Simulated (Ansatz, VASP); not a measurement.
# C: VASP beside Ansatz

File INCAR:

```
PREC = Accurate ; ENCUT = 520
EDIFF = 1E-6 ; ISMEAR = 0
SIGMA = 0.05 ; LREAL = F
LASPH = T ; NELM = 80
ALGO = Normal ; ISIF = 2
LWAVE = F ; LCHARG = F
GGA = PE ; NBANDS = 11
```

Contents of KPOINTS:

```
Automatic mesh
0
Gamma
  12 12 12
```

File POSCAR:

```
C
1.0
    0.0000000000      1.9260720000      1.9260720000
    1.9260720000      0.0000000000      1.9260720000
    1.9260720000      1.9260720000      0.0000000000
C
2
Direct
    0.5000000000      0.5000000000      0.5000000000
    0.7500000000      0.7500000000      0.7500000000
```

Input for Ansatz:

```yaml
crystal:
  lattice:
    - [0.0, 1.926072, 1.926072]
    - [1.926072, 0.0, 1.926072]
    - [1.926072, 1.926072, 0.0]
  atoms:
    - { symbol: C, position: [0.5, 0.5, 0.5] }
    - { symbol: C, position: [0.75, 0.75, 0.75] }
basis:
  ecutwfc: 420
kpoints:
  mp_grid: { grid: [12, 12, 12] }
hamiltonian:
  xc: pbe
scf:
  occupations: { method: gaussian, width: 0.05 }
output:
  forces: true
  stress: true
  eigenvalues: true
```

Change from the starting cell: strain +0.080 along x and y, +0.080 along z, atoms carried along.

Alike in both runs: task single point; functional PBE; k mesh 12 × 12 × 12; occupations gaussian, width 0.05 eV; no spin polarisation.

|  | VASP | Ansatz |
| --- | --- | --- |
| version | VASP 6.6.1 | Ansatz 0.2.0 |
| potentials or method | VASP PAW PBE potentials, release 64 (C), cutoff 520 eV | scalar-relativistic, plane waves, PAW |
| valence electrons in the cell | 8 | 8 |

|  | VASP | Ansatz | Ansatz less VASP |
| --- | --- | --- | --- |
| gap on the k mesh at the Fermi level (eV) | 3.65 | 3.66 | +0.006 |
| least direct gap on the mesh (eV) | 4.96 | 4.96 | +0.005 |
| pressure (GPa) | -63.7 | -63.8 | -0.12 |

Both programs put the cell under strong tension, so it lies far from rest at this level.

Noted on VASP's run: the cell as given lies far from equilibrium.
